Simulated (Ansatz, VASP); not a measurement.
## Lu in VASP and in Ansatz

```
CELL_PARAMETERS angstrom
3.38239 0.00000 0.00000
-1.69120 2.92924 0.00000
0.00000 0.00000 5.25241
ATOMIC_POSITIONS crystal
Lu 0.33333 0.66667 0.25000
Lu 0.66667 0.33333 0.75000
```

Alike in both runs: task single point; functional LDA; k mesh 11 × 11 × 6; no spin polarisation.

|  | VASP | Ansatz |
| --- | --- | --- |
| version | VASP 6.6.1 | Ansatz 0.2.0 |
| potentials or method | VASP PAW PBE potentials, release 64 (Lu), cutoff 520 eV | plane waves (420 eV) with PAW, scalar-relativistic |
| occupations | methfessel-paxton of order 1, width 0.2 eV | cold, width 0.2 eV |
| valence electrons in the cell | 50 | 50 |

```csv
,VASP,Ansatz,Ansatz less VASP
pressure (GPa),0.0,-0.2,-0.23
"traceless stress, the component that is largest in VASP (GPa)",-0.29,-0.22,+0.066
```

VASP's potentials were made for PBE, not for LDA, and Ansatz warns of the same on its side. LDA's correlation is that of Perdew and Zunger in VASP and of Perdew and Wang (1992) in Ansatz.

Neither program's run includes spin-orbit coupling.
